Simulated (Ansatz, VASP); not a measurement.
Fe in VASP and in Ansatz

INCAR

```
PREC = Accurate
ENCUT = 600
EDIFF = 1E-6
ISMEAR = -1
SIGMA = 0.2
LREAL = F
LASPH = T
NELM = 120
ALGO = Normal
ISIF = 2
LWAVE = F
LCHARG = F
GGA = PE
NBANDS = 10
GGA_COMPAT = F
```

Contents of KPOINTS:

```
regular mesh
0
Gamma
  16 16 16
```

POSCAR

```
Fe
1.0
   -1.3807996972      1.3807996972      1.3807996972
    1.3807996972     -1.3807996972      1.3807996972
    1.3807996972      1.3807996972     -1.3807996972
Fe
1
Direct
    0.0000000000      0.0000000000      0.0000000000
```

Input for Ansatz:

```yaml
crystal:
  lattice:
    - [-1.3807996972, 1.3807996972, 1.3807996972]
    - [1.3807996972, -1.3807996972, 1.3807996972]
    - [1.3807996972, 1.3807996972, -1.3807996972]
  atoms:
    - { symbol: Fe, position: [0.0, 0.0, 0.0] }
hamiltonian:
  xc: pbe
  pseudopotentials:
    kind: paw
    azcp:
      Fe: "pseudopotentials/Fe.paw.azcp"
basis:
  ecutwfc: 420
  fft_grid_basis: typed
kpoints:
  mp_grid: { grid: [16, 16, 16], shift: [0, 0, 0] }
magnetization:
  spin_polarized: false
scf:
  occupations: { method: fermi_dirac, width: 0.2 }
  lower_state_search: "off"
output:
  stress: true
  write_density: true
  write_potential: true
  elf: true
  volumetric_format: npy
```

Alike in both runs: task single point; functional PBE; k mesh 16 × 16 × 16; occupations fermi-dirac, width 0.2 eV; no spin polarisation.

```csv
,VASP,Ansatz
version,VASP 6.6.1,Ansatz 0.2.0
potentials or method,"VASP PAW PBE potentials, release 64 (Fe), cutoff 600 eV","plane waves (420 eV) with PAW, scalar-relativistic"
valence electrons in the cell,8,16
```

Ansatz gave:

```
pressure (GPa) : 2.7
```

Task: Which values does VASP return?

Result: Pressure (GPa): 2.1.

VASP's potentials hold 8 valence electrons a cell and Ansatz's 16, so a difference there can come from the potentials and not from the codes.
